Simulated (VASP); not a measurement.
Set up this calculation in VASP 6.6.1, as the native input.

* Task: single point
* Functional: PBE
* Potentials or basis: VASP PAW PBE potentials, release 64 (Sc_sv)
* Cutoff: 500 eV
* k mesh: 12 × 12 × 12
* Occupations: fermi-dirac, width 0.1 eV
* Spin: non-collinear spin, zero start, spin-orbit coupling
* Starting moments: [[0.0, 0.0, 0.0]] μB
* Dipole correction: no
* Further INCAR settings: ALGO = Normal; EDIFF = 1e-06; NBANDS = 22

The structure of Sc lies in POSCAR:

```
Sc
1.0
    0.0000000000      2.3130827664      2.3130827664
    2.3130827664      0.0000000000      2.3130827664
    2.3130827664      2.3130827664      0.0000000000
Sc
1
Direct
    0.0000000000      0.0000000000      0.0000000000
```

This isn't the form of Sc at room conditions, which is hcp.

One way to write it, as run:

INCAR

```
SYSTEM = Sc
PREC = Accurate
ENCUT = 500
EDIFF = 1E-6
ISMEAR = -1
SIGMA = 0.1
LREAL = .FALSE.
LASPH = .TRUE.
NELM = 200
ALGO = Normal
ISIF = 2
LWAVE = .FALSE.
LCHARG = .FALSE.
MAGMOM = 0 0 0
LORBIT = 11
LSORBIT = .TRUE.
GGA_COMPAT = .FALSE.
LORBMOM = .TRUE.
LMAXMIX = 4
GGA = PE
NBANDS = 22
```

KPOINTS

```
Automatic mesh
0
G
  12 12 12
  0 0 0
```

Potentials or basis: VASP PAW PBE potentials, release 64 (Sc_sv).

Command:

```sh
$ cat potpaw_PBE.64/Sc_sv/POTCAR > POTCAR
$ mpirun -np 1 vasp_ncl > vasp.out
```

Results of the run:

```yaml
Pressure: 0.1 GPa
Net_moment: 0.00 μB per cell
Valence_electrons_inside_the_program's_atomic_spheres: Sc 9.38
```

Run time: 110 s on 1 thread of Intel Xeon 8259CL (shared host), peak memory 0.22 GiB.
